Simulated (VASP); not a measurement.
# Si29Sn3 (P1) in VASP: single point with HSE06

Aim: the single point of Si29Sn3 with HSE06.

All numbers are computed with VASP 6.6.1; they aren't measurements. Logs are shortened: lines on timing, memory, paths and dates and some standing lists are left out, and cuts for length are marked.

### 1 The cell of the first run

The typed cell holds 64 atoms: a = 11.076 Å, b = 11.076 Å, c = 11.076 Å, α = 90.00°, β = 90.00°, γ = 90.00°.

### 2 Single point, HSE06

File POSCAR:

```
Si29Sn3
1.0
   11.0758240000      0.0000000000      0.0000000000
    0.0000000000     11.0758240000      0.0000000000
    0.0000000000      0.0000000000     11.0758240000
Si Sn
58 6
Direct
    0.0000660000      0.9995770000      0.9999820000
    0.9995870000      0.0006750000      0.4997740000
    0.9996970000      0.4998500000      0.0004470000
    0.9994780000      0.5000180000      0.5003700000
    0.5007940000      0.0016270000      0.0014640000
    0.4995100000      0.0025790000      0.4972610000
    0.4994540000      0.4969590000      0.0029120000
    0.1247680000      0.1246330000      0.1249170000
    0.1204330000      0.1230360000      0.6241000000
    0.1204890000      0.6241100000      0.1229530000
    0.1188400000      0.6278620000      0.6280470000
    0.6236500000      0.1228090000      0.1229150000
    0.6272810000      0.1195600000      0.6279650000
    0.6273230000      0.6277250000      0.1197460000
    0.2488990000      0.2483680000      0.9973330000
    0.2379860000      0.2382620000      0.4905670000
    0.2469090000      0.7500070000      0.0048120000
    0.2342420000      0.7624610000      0.5067370000
    0.7509800000      0.2488850000      0.0032060000
    0.7612590000      0.2383700000      0.5099570000
    0.7533900000      0.7510650000      0.9999760000
    0.7647440000      0.7629800000      0.4877530000
    0.3715320000      0.3709120000      0.1210200000
    0.3761350000      0.8779020000      0.1211660000
    0.3636980000      0.8885910000      0.6181760000
    0.8778730000      0.3760380000      0.1221910000
    0.8811250000      0.3710860000      0.6284680000
    0.8759710000      0.8749850000      0.1262490000
    0.8786550000      0.8786900000      0.6242530000
    0.2491060000      0.9970780000      0.2484670000
    0.2466540000      0.0048890000      0.7502020000
    0.2377070000      0.4905930000      0.2385600000
    0.2344890000      0.5065580000      0.7624610000
    0.7507550000      0.0030860000      0.2491830000
    0.7535850000      0.9998420000      0.7511190000
    0.7615110000      0.5096980000      0.2384350000
    0.7642790000      0.4876440000      0.7632690000
    0.3718430000      0.1206970000      0.3709490000
    0.3759520000      0.1213480000      0.8779170000
    0.3639100000      0.6178070000      0.8887410000
    0.8776130000      0.1223560000      0.3760840000
    0.8762040000      0.1258870000      0.8752090000
    0.8814670000      0.6281120000      0.3711990000
    0.8783940000      0.6242430000      0.8787200000
    0.9971630000      0.2491750000      0.2492200000
    0.0024360000      0.2485750000      0.7510990000
    0.0025250000      0.7509520000      0.2486670000
    0.9969600000      0.7510450000      0.7511760000
    0.4896080000      0.2380370000      0.2380950000
    0.5093900000      0.2379810000      0.7619910000
    0.5095660000      0.7620840000      0.2379410000
    0.1193400000      0.3724110000      0.3726890000
    0.1198100000      0.3738520000      0.8787340000
    0.1197270000      0.8787930000      0.3739520000
    0.1250680000      0.8746470000      0.8748230000
    0.6274240000      0.3715610000      0.8809310000
    0.6275680000      0.8805840000      0.3719630000
    0.6339630000      0.8856550000      0.8856590000
    0.4988660000      0.4983920000      0.4978990000
    0.6488650000      0.6305410000      0.6305080000
    0.3607950000      0.3610960000      0.6394900000
    0.3605050000      0.6399230000      0.3608650000
    0.4899420000      0.7606830000      0.7609100000
    0.6385380000      0.3600570000      0.3601070000
```

File INCAR.step1:

```
PREC = Accurate
ENCUT = 520
EDIFF = 1E-5
ISMEAR = -1
SIGMA = 0.05
LREAL = Auto
LASPH = T
NELM = 100
ALGO = Normal
ISIF = 2
LWAVE = T
GGA = PE
NBANDS = 196
LUSENCCL = F
```

File INCAR.step2:

```
PREC = Accurate
ENCUT = 520
EDIFF = 1E-6
ISMEAR = -1
SIGMA = 0.05
LREAL = Auto
LASPH = T
NELM = 100
ALGO = Normal
ISIF = 2
LWAVE = F
LCHARG = T
GGA = PE
LHFCALC = T
HFSCREEN = 0.2079
PRECFOCK = Fast
LELF = T
LVHAR = T
ISTART = 1
NBANDS = 196
LUSENCCL = F
```

File KPOINTS:

```
Automatic mesh
0
Gamma
  1 1 1
```

Potentials or basis: VASP PAW PBE potentials, release 64 (Si, Sn_d).

Launch:

```
$ cat potpaw_PBE.64/Si/POTCAR potpaw_PBE.64/Sn_d/POTCAR > POTCAR
$ cp INCAR.step1 INCAR
$ mpirun -np 1 vasp_gam > vasp.out
$ cp INCAR.step2 INCAR
$ mpirun -np 1 vasp_gam > vasp.out
```

OUTCAR:

```text
PREC = Accurate
   ENCUT = 520
   EDIFF = 1E-6
   ISMEAR = -1
   LREAL = Auto
   LASPH = T
   NELM = 100
   ISIF = 2
   GGA = PE
   LHFCALC = T
   HFSCREEN = 0.2079
   PRECFOCK = Fast
   ISTART = 1

 ion  position               nearest neighbor table
   1  0.000  1.000  1.000-   8 2.40  42 2.40  28 2.40  55 2.40
   2  1.000  0.001  0.500-  41 2.35  29 2.35   9 2.35  54 2.35
   3  1.000  0.500  0.000-  26 2.35  44 2.35  10 2.35  53 2.35
   4  0.999  0.500  0.500-  11 2.40  52 2.40  43 2.40  27 2.40
   5  0.501  0.002  0.001-  12 2.34  58 2.34  24 2.35  39 2.35
   6  0.500  0.003  0.497-  25 2.38  38 2.38  57 2.40  13 2.40
[... 56 lines left out ...]
  63  0.490  0.761  0.761-  58 2.52  40 2.54  25 2.54  60 2.69
  64  0.639  0.360  0.360-  49 2.52  36 2.53  20 2.53  59 2.66

  LATTYP: Found a simple cubic cell.
 ALAT       =    11.0758240000

  Lattice vectors:

 A1 = (  11.0758240000,   0.0000000000,   0.0000000000)
 A2 = (   0.0000000000,  11.0758240000,   0.0000000000)
 A3 = (   0.0000000000,   0.0000000000,  11.0758240000)

Analysis of symmetry for initial positions (statically):
=====================================================================
 Subroutine PRICEL returns:
 Original cell was already a primitive cell.

 Routine SETGRP: Setting up the symmetry group for a
 simple cubic supercell.

 Subroutine GETGRP returns: Found  1 space group operations
 (whereof  1 operations were pure point group operations)
 out of a pool of 48 trial point group operations.

The static configuration has the point symmetry C_1 .

Analysis of symmetry for dynamics (positions and initial velocities):
=====================================================================
 Subroutine PRICEL returns:
 Original cell was already a primitive cell.

 Routine SETGRP: Setting up the symmetry group for a
 simple cubic supercell.

 Subroutine GETGRP returns: Found  1 space group operations
 (whereof  1 operations were pure point group operations)
 out of a pool of 48 trial point group operations.

The dynamic configuration has the point symmetry C_1 .

 Subroutine INISYM returns: Found  1 space group operations
 (whereof  1 operations are pure point group operations),
 and found     1 'primitive' translations

----------------------------------------------------------------------------------------

                                     Primitive cell

  volume of cell :    1358.7143

  direct lattice vectors                    reciprocal lattice vectors
    11.075824000  0.000000000  0.000000000     0.090286736  0.000000000  0.000000000
     0.000000000 11.075824000  0.000000000     0.000000000  0.090286736  0.000000000
     0.000000000  0.000000000 11.075824000     0.000000000  0.000000000  0.090286736

  length of vectors
    11.075824000 11.075824000 11.075824000     0.090286736  0.090286736  0.090286736

  position of ions in fractional coordinates (direct lattice)
     0.000066000  0.999577000  0.999982000
     0.999587000  0.000675000  0.499774000
     0.999697000  0.499850000  0.000447000
     0.999478000  0.500018000  0.500370000
     0.500794000  0.001627000  0.001464000
     0.499510000  0.002579000  0.497261000
[... 56 lines left out ...]
     0.489942000  0.760683000  0.760910000
     0.638538000  0.360057000  0.360107000

  ion indices of the primitive-cell ions
   primitive index   ion index
                 1           1
                 2           2
                 3           3
                 4           4
                 5           5
                 6           6
[... 56 lines left out ...]
                63          63
                64          64

----------------------------------------------------------------------------------------

 KPOINTS: Automatic mesh

Automatic generation of k-mesh.
 Grid dimensions read from file:
 generate k-points for:    1    1    1

 Generating k-lattice:

  Cartesian coordinates                     Fractional coordinates (reciprocal lattice)
     0.090286736  0.000000000  0.000000000     1.000000000  0.000000000  0.000000000
     0.000000000  0.090286736  0.000000000     0.000000000  1.000000000  0.000000000
     0.000000000  0.000000000  0.090286736     0.000000000  0.000000000  1.000000000

  Length of vectors
     0.090286736  0.090286736  0.090286736

  Shift w.r.t. Gamma in fractional coordinates (k-lattice)
     0.000000000  0.000000000  0.000000000

 Subroutine IBZKPT returns following result:
 ===========================================

 Found      1 irreducible k-points:

 Following reciprocal coordinates:
            Coordinates               Weight
  0.000000  0.000000  0.000000      1.000000
   k-points           NKPTS =      1   k-points in BZ     NKDIM =      1   number of bands    NBANDS=    196
   number of dos      NEDOS =    301   number of ions     NIONS =     64
   total plane-waves  NPLWV = 592704
   dimension x,y,z NGX =    84 NGY =   84 NGZ =   84
   dimension x,y,z NGXF=   168 NGYF=  168 NGZF=  168
   ions per type =              58   6
   NGX,Y,Z   is equivalent  to a cutoff of  12.61, 12.61, 12.61 a.u.
   NGXF,Y,Z  is equivalent  to a cutoff of  25.22, 25.22, 25.22 a.u.
 SYSTEM =  unknown system
   PREC   = accura    normal or accurate (medium, high low for compatibility)
   ISTART =      1    job   : 0-new  1-cont  2-samecut
   ICHARG =      0    charge: 1-file 2-atom 10-const
   ISPIN  =      1    spin polarized calculation?
   LNONCOLLINEAR =      F non collinear calculations
   LSORBIT =      F    spin-orbit coupling
   LASPH  =      T    aspherical Exc in radial PAW
   ENCUT  =  520.0 eV  38.22 Ry    6.18 a.u.  20.59 20.59 20.59*2*pi/ulx,y,z
   NELM   =    100;   NELMIN=  2; NELMDL=  0     # of ELM steps
   EDIFF  = 0.1E-05   stopping-criterion for ELM
   LREAL  =      T    real-space projection
   EDIFFG = 0.1E-04   stopping-criterion for IOM
   NSW    =      0    number of steps for IOM
   IBRION =     -1    ionic relax: 0-MD 1-quasi-New 2-CG
   NFREE  =      0    steps in history (QN), initial steepest desc. (CG)
   ISIF   =      2    stress and relaxation
   ISYM   =      3    0-nonsym 1-usesym 2-fastsym
   POTIM  = 0.5000    time-step for ionic-motion
   TEBEG  =    0.0;   TEEND  =   0.0 temperature during run
   PSTRESS=    0.0 pullay stress
   NELECT =     316.0000    total number of electrons
   NUPDOWN=      -1.0000    fix difference up-down
   EMIN   =  10.00;   EMAX   =-10.00  energy-range for DOS
   EFERMI =   0.00;   METHOD = LEGACY
   ISMEAR =    -1;   SIGMA  =   0.05  broadening in eV -4-tet -1-fermi 0-gaus
   EFERMI_NEDOS =   21; number of points for ismear=-14 and -15
   IALGO  =     38    algorithm
   IMIX   =      1    mixing-type and parameters
     AMIX     =   0.40;   BMIX     =  1.00
     AMIX_MAG =   1.60;   BMIX_MAG =  1.00
  volume/ion in A,a.u.               =      21.23       143.27
  Fermi-wavevector in a.u.,A,eV,Ry     =   1.006764  1.902509 13.790517  1.013574
  Thomas-Fermi vector in A             =   2.139527
   LORBIT       =      0    0 simple, 1 ext, 2 COOP (PROOUT), +10 PAW based schemes
   GGA     = PE    functional components
   LHFCALC =     T    Hartree Fock is set to
   PRECFOCK=fast      Normal, Fast or Accurate (Low or Medium for compatibility)
   ENCUT4O =  -1.0   cutoff for four orbital integrals eV
   NKREDX  =     1    reduce k-point grid by
   NKREDY  =     1    reduce k-point grid by
   NKREDZ  =     1    reduce k-point grid by
   AEXX    =    0.2500 exact exchange contribution
   HFSCREEN=    0.2079 screening length (either q_TF or 0.3 A-1)
   HFSCREENC=   0.2079 screening length for correlation (either q_TF or 0.3 A-1)
   ENCUTFOCK=  -1.0 apply spherical cutoff to Coloumb kernel
   IVDW    =     0    specifies the selected vdW correction
   LEPSILON=     F    determine dielectric tensor
   LRPA    =     F    only Hartree local field effects (RPA)
 non-spin polarized calculation
  energy-cutoff  :      520.00
  volume of cell :     1358.71
 maximum number of plane-waves:     18225
 NGX is ok and might be reduce to    84
  NGX = 42; NGY = 42; NGZ = 42

 number of electron     316.0000014 magnetization

 Free energy of the ion-electron system (eV)
  ---------------------------------------------------
  ext. energy  EPLUGINS =         0.00000000
  ---------------------------------------------------
  free energy    TOTEN  =      -381.27349728 eV

  energy without entropy =     -381.27309278  energy(sigma->0) =     -381.27329503

 E-fermi :   6.2226     XC(G=0):  -7.8044

 val. band max:        5.7831056124   @ k =   0.0000   0.0000   0.0000
 cond. band min:       6.7019849118   @ k =   0.0000   0.0000   0.0000
 fundamental gap:      0.9188792994
 Fermi energy:         6.2226217958

 k-point     1 :       0.0000    0.0000    0.0000
  band No.  band energies     occupation
      1     -17.5661      2.00000
      2     -17.5373      2.00000
      3     -17.5241      2.00000
      4     -17.4681      2.00000
      5     -17.3794      2.00000
      6     -17.3727      2.00000
[... 162 lines left out ...]
    169       7.3264      0.00000
    170       7.3332      0.00000
 [bands above 170 left out]

------------------------ aborting loop because EDIFF is reached ----------------------------------------

  FORCE on cell =-STRESS in cart. coord.  units (eV):
  Direction    XX          YY          ZZ          XY          YZ          ZX
  --------------------------------------------------------------------------------------
  -------------------------------------------------------------------------------------
  Total        3.8215534      3.3896401      3.3988710      0.2150218     -0.7683650      0.2128048
  in kB        4.5063236      3.9970174      4.0079024      0.2535507     -0.9060455      0.2509365
  external PRESSURE =       4.1704144 kB  Pullay stress =       0.0000000 kB

 VOLUME and BASIS-vectors are now :
 -----------------------------------------------------------------------------
  energy-cutoff  :      520.00
  volume of cell :     1358.71
      direct lattice vectors                 reciprocal lattice vectors
    11.075824000  0.000000000  0.000000000     0.090286736  0.000000000  0.000000000
     0.000000000 11.075824000  0.000000000     0.000000000  0.090286736  0.000000000
     0.000000000  0.000000000 11.075824000     0.000000000  0.000000000  0.090286736

 POSITION                                       TOTAL-FORCE (eV/Angst)
 -----------------------------------------------------------------------------------
      0.00073     11.07114     11.07562         0.012619      0.013448      0.008695
     11.07125      0.00748      5.53541         0.009069      0.000807     -0.008270
     11.07247      5.53625      0.00495         0.003256     -0.009740      0.005703
     11.07004      5.53811      5.54201         0.002650     -0.006587     -0.005290
      5.54671      0.01802      0.01622         0.024811     -0.004028     -0.003252
      5.53248      0.02856      5.50758        -0.023951     -0.008838      0.009614
[... 56 lines left out ...]
      5.42651      8.42519      8.42771         0.033031     -0.033992     -0.050976
      7.07233      3.98793      3.98848        -0.063876      0.072782      0.072961
 -----------------------------------------------------------------------------------
    total drift:                               -0.021666      0.008128      0.000142

  FREE ENERGIE OF THE ION-ELECTRON SYSTEM (eV)
  ---------------------------------------------------
  free  energy   TOTEN  =      -381.2734972804 eV

  energy  without entropy=     -381.2730927764  energy(sigma->0) =     -381.27329503
```

It took 8.2 min on 1 × NVIDIA H100 80GB with 1 thread of Intel Xeon Platinum 8481C at 2.70GHz (Sapphire Rapids), shared host; peak memory 1.6 GiB.

Results:

- Free energy: -381.2735 eV
- Pressure: 0.4 GPa
- Largest force: 0.121 eV/Å
- Band gap on the k mesh: 0.92 eV

Forces in eV/Å, atoms in the order of the input:
```
Si   0.013  0.013  0.009
Si   0.009  0.001 -0.008
Si   0.003 -0.010  0.006
Si   0.003 -0.007 -0.005
Si   0.025 -0.004 -0.003
Si  -0.024 -0.009  0.010
Si  -0.020  0.005 -0.004
Si  -0.012 -0.018 -0.020
Si   0.008 -0.012  0.010
Si   0.006  0.004 -0.008
Si   0.016  0.019  0.021
Si   0.012 -0.006 -0.007
Si   0.031  0.017  0.020
Si   0.033  0.020  0.019
Si  -0.026 -0.008  0.007
Si   0.011  0.034  0.034
Si  -0.010  0.003 -0.002
Si   0.041  0.004 -0.034
Si   0.018 -0.010  0.001
Si  -0.017  0.025 -0.043
Si   0.011  0.027  0.000
Si  -0.034 -0.042  0.051
Si  -0.018 -0.027  0.013
Si  -0.010  0.010  0.003
Si  -0.011 -0.039  0.028
Si  -0.005 -0.001 -0.011
Si  -0.018 -0.025  0.013
Si   0.011  0.020 -0.020
Si  -0.004  0.014  0.003
Si  -0.029  0.011 -0.010
Si  -0.005 -0.010 -0.001
Si   0.014  0.030  0.024
Si   0.036 -0.038  0.000
Si   0.025  0.002 -0.013
Si   0.004 -0.004  0.030
Si  -0.019 -0.038  0.021
Si  -0.025  0.050 -0.048
Si  -0.026  0.012 -0.024
Si  -0.013 -0.002  0.009
Si  -0.016  0.033 -0.043
Si  -0.003 -0.014  0.000
Si   0.006 -0.015  0.017
Si  -0.023  0.014 -0.027
Si   0.001  0.001  0.014
Si  -0.001 -0.022 -0.018
Si   0.000 -0.012  0.015
Si  -0.003  0.019 -0.011
Si   0.000  0.010  0.008
Si   0.032  0.026  0.026
Si  -0.032  0.016 -0.022
Si  -0.040 -0.028  0.017
Si   0.020 -0.018 -0.020
Si   0.003 -0.009  0.001
Si   0.004 -0.003 -0.010
Si  -0.016  0.016  0.020
Si   0.030 -0.019 -0.013
Si   0.026 -0.009 -0.025
Si  -0.010 -0.014 -0.012
Sn   0.008  0.007  0.003
Sn  -0.069 -0.035 -0.028
Sn   0.052  0.076 -0.066
Sn   0.057 -0.066  0.083
Sn   0.033 -0.034 -0.051
Sn  -0.064  0.073  0.073
```

Stress tensor (GPa, compression positive):
```
 0.45  0.03  0.03
 0.03  0.40 -0.09
 0.03 -0.09  0.40
```

Caveat: the k points lie up to 0.57 Å⁻¹ apart; the PAW data sets were made with another functional, which shifts forces and pressure a little; spin-orbit coupling is left out, which moves the levels of the heavy elements. A k mesh can miss the band edges.
